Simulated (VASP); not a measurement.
Here is a VASP 6.6.1 calculation.

INCAR

```
  PREC = Accurate
  ENCUT = 1300
  EDIFF = 1E-6
  ISMEAR = 0
  SIGMA = 0.15
  LREAL = F
  LASPH = T
  NELM = 120
  ALGO = Normal
  ISIF = 2
  LWAVE = F
  LCHARG = F
  GGA = PS
  NBANDS = 16
  GGA_COMPAT = F
```

File KPOINTS:

```
regular mesh
0
Gamma
  6 6 6
```

The input POSCAR:

```
WC
1.0
    2.9005014360      0.0000000000      0.0000000000
   -1.4502507180      2.5119079273      0.0000000000
    0.0000000000      0.0000000000      2.8290000000
W C
1 1
Direct
    0.0000000000      0.0000000000     -0.0795334040
    0.6666666667      0.3333333333      0.5000000000
```

Potentials or basis: VASP PAW PBE potentials, release 64 (W_sv, C_h).

The run is started by

```sh
$ cat potpaw_PBE.64/W_sv/POTCAR potpaw_PBE.64/C_h/POTCAR > POTCAR
$ mpirun -np 1 vasp_std > vasp.out
```

Q: Estimate the largest force.

A: 3.575 eV/Å.

Q: Estimate the pressure.

A: 11.8 GPa.

Forces in eV/Å, atoms in the order of the input:
```
W    0.000  0.000  3.575
C    0.000  0.000 -3.575
```

Caveat: the k points lie up to 0.42 Å⁻¹ apart, too coarse for converged energies and pressures of a metal; the cell differs from its parent crystal (atom 1 (W) moved by (+0.000, -0.225) A along [1 1 0] and z); the PAW data sets were made with another functional, which shifts forces and pressure a little.
